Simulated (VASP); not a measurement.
# Ga11CuP12 (a cell with a defect) in VASP: single point with PBEsol

Aim: the single point of Ga11CuP12 (a cell with a defect) with PBEsol.

Everything below comes from runs of VASP 6.6.1. Logs are shortened: lines on timing, memory, paths and dates and some standing lists are left out, and cuts for length are marked.

**1. The cell of the first run**

The cell holds a defect, 24 atoms: a = 11.562 Å, b = 7.708 Å, c = 7.708 Å, α = 60.00°, β = 60.00°, γ = 60.00°.

**2. Single point, PBEsol, collinear spin**

The input, INCAR:

```
SYSTEM = Ga11CuP12
ALGO     = Normal         ! electronic algorithm
EDIFF    = 1E-5           ! SCF threshold, eV
ENCUT    = 350            ! plane-wave cutoff, eV
GGA      = PS             ! functional
ISIF     = 2              ! what is computed and relaxed
ISMEAR   = 0              ! smearing method
ISPIN    = 2              ! spin polarisation
ISYM     = 0            
KPAR     = 2            
LASPH    = .True.         ! aspherical terms in the spheres
LCHARG   = .False.        ! write CHGCAR
LMAXMIX  = 4              ! l up to which the mixer works
LORBIT   = 11             ! projections on sites
LREAL    = Auto         
LWAVE    = .False.        ! write WAVECAR
MAGMOM   = 2 0 0 0 0 0 0 0 0 0 0 0 0 0 0 0 0 0 0 0 0 0 0 0 ! initial moments
NBANDS   = 129            ! bands
NELM     = 120            ! most SCF steps
NUPDOWN  = 2              ! fixed moment
PREC     = Accurate       ! precision mode
SIGMA    = 0.03           ! smearing width, eV
```

The input, KPOINTS:

```
k-points
0
Gamma
  2 2 2
  0 0 0
```

The input, POSCAR:

```
Ga11CuP12                               
1.0
    0.0000000000      8.1757500000      8.1757500000
    5.4505000000      0.0000000000      5.4505000000
    5.4505000000      5.4505000000      0.0000000000
  Cu              Ga              P             
     1    11    12
Direct
     0.9985365811390715    0.0006550261406407    0.0013206874077931
     0.0019460405873064    0.0024892818739523    0.4975110340615031
     0.0006784374349500    0.4992132746260755    0.0019046915452284
     0.0003769875593564    0.4986322795254134    0.4990607266311593
     0.3293333867264717    0.0018280038390721    0.0028010201584559
     0.3287170009268871    0.0017708273296045    0.5027135693112896
     0.3285737942107487    0.5026755517955601    0.0018750149981345
     0.3304926501841765    0.4994170993003335    0.5021940036407014
     0.6672303057892268    0.9999638975439791    0.0039933331297154
     0.6669718586819339    0.9985379244245189    0.4990837732526233
     0.6661281126133142    0.4930532360810041    0.0053930188661806
     0.6655458647745089    0.4975455577425451    0.5028845617318241
     0.0800252334888398    0.1227182284377579    0.1212335519755435
     0.0801970593110119    0.1220725142984197    0.6366707376911324
     0.0798525762104771    0.6360411476313523    0.1225133259334056
     0.0811782447857478    0.6265311594531286    0.6260373720077936
     0.4160309705399513    0.1256830708753819    0.1259855785338191
     0.4162553802224979    0.1235348846970921    0.6262555315323117
     0.4152985559442884    0.6249084096783957    0.1261954648208143
     0.4156417301426909    0.6247618763503365    0.6254446565976109
     0.7578725160787786    0.1182159081225841    0.1242089552952163
     0.7507071085417029    0.1219662075871482    0.6270086048108165
     0.7496924434204338    0.6230567355713712    0.1270899393707215
     0.7495271606856353    0.6220698970743365    0.6282338466961916
```

Potentials or basis: VASP PAW PBE potentials, release 64 (Cu, Ga_d, P).

Run with:

```sh
$ cat potpaw_PBE.64/Cu/POTCAR potpaw_PBE.64/Ga_d/POTCAR potpaw_PBE.64/P/POTCAR > POTCAR
$ mpirun -np 4 vasp_std > vasp.out
```

OUTCAR:

```text
SYSTEM = Ga11CuP12
   EDIFF = 1E-5
   ENCUT = 350
   GGA = PS
   ISIF = 2
   ISMEAR = 0
   ISPIN = 2
   ISYM = 0
   LASPH = .True.
   LORBIT = 11
   LREAL = Auto
   NELM = 120
   NUPDOWN = 2
   PREC = Accurate

 ion  position               nearest neighbor table
   1  0.999  0.001  0.001-  21 2.27  13 2.29  15 2.29  14 2.30
   2  0.002  0.002  0.498-  16 2.37  14 2.37  13 2.37  22 2.37
   3  0.001  0.499  0.002-  16 2.37  15 2.37  23 2.37  13 2.37
   4  0.000  0.499  0.499-  16 2.37  24 2.37  15 2.37  14 2.37
   5  0.329  0.002  0.003-  13 2.35  18 2.37  19 2.37  17 2.37
   6  0.329  0.002  0.503-  14 2.35  18 2.37  17 2.37  20 2.37
[... 16 lines left out ...]
  23  0.750  0.623  0.127-  12 2.37   3 2.37   9 2.37  11 2.37
  24  0.750  0.622  0.628-  12 2.37   4 2.37  10 2.37  11 2.37

IMPORTANT INFORMATION: All symmetrisations will be switched off!
NOSYMM: (Re-)initialisation of all symmetry stuff for point group C_1.

----------------------------------------------------------------------------------------

                                     Primitive cell

  volume of cell :     485.7695

  direct lattice vectors                    reciprocal lattice vectors
     0.000000000  8.175750000  8.175750000    -0.061156469  0.061156469  0.061156469
     5.450500000  0.000000000  5.450500000     0.091734703 -0.091734703  0.091734703
     5.450500000  5.450500000  0.000000000     0.091734703  0.091734703 -0.091734703

  length of vectors
    11.562256533  7.708171022  7.708171022     0.105926111  0.158889167  0.158889167

  position of ions in fractional coordinates (direct lattice)
     0.998536581  0.000655026  0.001320687
     0.001946041  0.002489282  0.497511034
     0.000678437  0.499213275  0.001904692
     0.000376988  0.498632280  0.499060727
     0.329333387  0.001828004  0.002801020
     0.328717001  0.001770827  0.502713569
[... 16 lines left out ...]
     0.749692443  0.623056736  0.127089939
     0.749527161  0.622069897  0.628233847

  ion indices of the primitive-cell ions
   primitive index   ion index
                 1           1
                 2           2
                 3           3
                 4           4
                 5           5
                 6           6
[... 16 lines left out ...]
                23          23
                24          24

----------------------------------------------------------------------------------------

 KPOINTS: k-points

[... 89 lines left out ...]
 number of electron     213.9999953 magnetization       2.0000001

 Free energy of the ion-electron system (eV)
  ---------------------------------------------------
  ext. energy  EPLUGINS =         0.00000000
  ---------------------------------------------------
  free energy    TOTEN  =      -117.22489688 eV

  energy without entropy =     -117.22472660  energy(sigma->0) =     -117.22481174

 E-fermi :   4.1229     XC(G=0): -10.0002

 val. band max:        4.8081967944   @ k =   0.0000   0.0000   0.0000
 cond. band min:       4.1741948851   @ k =   0.5000   0.0000   0.0000
 fundamental gap:     -0.6340019092
 Fermi energy:         4.9828602269

 spin component 1

 k-point     1 :       0.0000    0.0000    0.0000
  band No.  band energies     occupation
      1     -10.1930      1.00000
      2     -10.1897      1.00000
      3     -10.1894      1.00000
      4     -10.1726      1.00000
      5     -10.1683      1.00000
      6     -10.1570      1.00000
[... 965 lines left out ...]
    118       8.1312      0.00000
    119       8.3783      0.00000
 Fermi energy:         4.1228868249

 spin component 2

 k-point     1 :       0.0000    0.0000    0.0000
  band No.  band energies     occupation
      1     -10.1860      1.00000
      2     -10.1823      1.00000
      3     -10.1811      1.00000
      4     -10.1655      1.00000
      5     -10.1607      1.00000
      6     -10.1469      1.00000
[... 965 lines left out ...]
    118       8.2075      0.00000
    119       8.4366      0.00000
 [bands above 119 left out]

------------------------ aborting loop because EDIFF is reached ----------------------------------------

  FORCE on cell =-STRESS in cart. coord.  units (eV):
  Direction    XX          YY          ZZ          XY          YZ          ZX
  --------------------------------------------------------------------------------------
  -------------------------------------------------------------------------------------
  Total       -4.9533097     -4.8957915     -4.8534092      0.1016044     -0.0333529      0.0829373
  in kB      -16.3371306    -16.1474225    -16.0076361      0.3351143     -0.1100054      0.2735460
  external PRESSURE =     -16.1640631 kB  Pullay stress =       0.0000000 kB

 VOLUME and BASIS-vectors are now :
 -----------------------------------------------------------------------------
  energy-cutoff  :      350.00
  volume of cell :      485.77
      direct lattice vectors                 reciprocal lattice vectors
     0.000000000  8.175750000  8.175750000    -0.061156469  0.061156469  0.061156469
     5.450500000  0.000000000  5.450500000     0.091734703 -0.091734703  0.091734703
     5.450500000  5.450500000  0.000000000     0.091734703  0.091734703 -0.091734703

 POSITION                                       TOTAL-FORCE (eV/Angst)
 -----------------------------------------------------------------------------------
      0.01077      8.17098      8.16736        -0.002215      0.009216      0.008141
      2.72525      2.72759      0.02948         0.001243      0.000604     -0.036006
      2.73134      0.01593      2.72651        -0.011863     -0.000346     -0.005493
      5.43793      2.72321      2.72088         0.002877      0.012035     -0.001986
      0.02523      2.70781      2.70251        -0.012714      0.011248      0.002224
      2.74969      5.42755      2.69716        -0.009952      0.011188      0.008649
[... 16 lines left out ...]
      4.08867      6.82200      9.52527        -0.002402     -0.013291      0.006332
      6.81478      9.55214      9.51854         0.005065      0.003520      0.011543
 -----------------------------------------------------------------------------------
    total drift:                                0.003657      0.003635     -0.012112

  FREE ENERGIE OF THE ION-ELECTRON SYSTEM (eV)
  ---------------------------------------------------
  free  energy   TOTEN  =      -117.2248968848 eV

  energy  without entropy=     -117.2247265972  energy(sigma->0) =     -117.22481174

 total charge

# of ion       s       p       d       tot
------------------------------------------
    1        0.470   0.466   9.111  10.046
    2        0.866   0.839  10.007  11.711
    3        0.866   0.840  10.007  11.712
    4        0.865   0.839  10.007  11.711
    5        0.865   0.844  10.007  11.716
    6        0.863   0.849  10.007  11.719
[... 16 lines left out ...]
   23        1.016   1.505   0.000   2.520
   24        1.015   1.506   0.000   2.521
--------------------------------------------------
tot         22.198  27.674 119.192 169.065

 magnetization (x)

# of ion       s       p       d       tot
------------------------------------------
    1       -0.002   0.066   0.235   0.299
    2       -0.002   0.015   0.008   0.021
    3       -0.002   0.015   0.008   0.021
    4       -0.003   0.014   0.008   0.019
    5       -0.003   0.012   0.008   0.017
    6       -0.001   0.006   0.007   0.012
[... 16 lines left out ...]
   23        0.001   0.030   0.000   0.031
   24        0.001   0.026   0.000   0.027
--------------------------------------------------
tot          0.010   0.933   0.307   1.250
```

stdout:

```text
POSCAR found type information on POSCAR CuGaP
 POSCAR found :  3 types and      24 ions
 scaLAPACK will be used
 -----------------------------------------------------------------------------
|                                                                             |
|                                                                             |
|     You enforced a specific xc type in the INCAR file but a different       |
[... 20 lines left out ...]
 -----------------------------------------------------------------------------

 POSCAR, INCAR and KPOINTS ok, starting setup
 FFT: planning ... GRIDC
 FFT: planning ... GRID_SOFT
 FFT: planning ... GRID
 WAVECAR not read
 entering main loop
```

Wall time 10 min (4 MPI ranks of Intel Xeon Platinum 8488C (Sapphire Rapids), shared host); peak memory 0.47 GiB.

What came out:

```
Free energy                                           : -117.2249 eV
Pressure                                              : -1.6 GPa
Largest force                                         : 0.041 eV/Å
Net moment                                            : 2.00 μB per cell
Site moments                                          : Cu +0.30; Ga +0.02, +0.01 (each value once); P +0.15, +0.14, +0.01, +0.07, +0.04, +0.02, +0.10, +0.03 (each value once) μB
Valence electrons inside the program's atomic spheres : Cu 10.05; Ga 11.71, 11.72 (each value once); P 2.49, 2.53, 2.52, 2.50 (each value once)
```

Forces on the atoms (eV/Å):
```
Cu  -0.002  0.009  0.008
Ga   0.001  0.001 -0.036
Ga  -0.012  0.000 -0.005
Ga   0.003  0.012 -0.002
Ga  -0.013  0.011  0.002
Ga  -0.010  0.011  0.009
Ga   0.005  0.019 -0.013
Ga   0.004  0.002  0.021
Ga  -0.022 -0.015 -0.018
Ga   0.015 -0.007 -0.008
Ga   0.009 -0.029  0.027
Ga   0.010 -0.009  0.012
P   -0.029 -0.004 -0.023
P    0.016  0.021 -0.017
P    0.021 -0.016  0.019
P   -0.013  0.012 -0.001
P   -0.006  0.002 -0.005
P    0.011 -0.003 -0.005
P   -0.005  0.006  0.007
P    0.011  0.003 -0.005
P   -0.001 -0.011  0.019
P    0.007 -0.005 -0.005
P   -0.002 -0.013  0.006
P    0.005  0.004  0.012
```

Caveat: the k points lie up to 0.50 Å⁻¹ apart; the cutoff is under 1.25 times the usual one of these potentials, so pressure, stress and relaxed cells hold a basis-set (Pulay) error; the PAW data sets were made with another functional, which shifts forces and pressure a little; the total moment is fixed, so each spin has its own Fermi level.
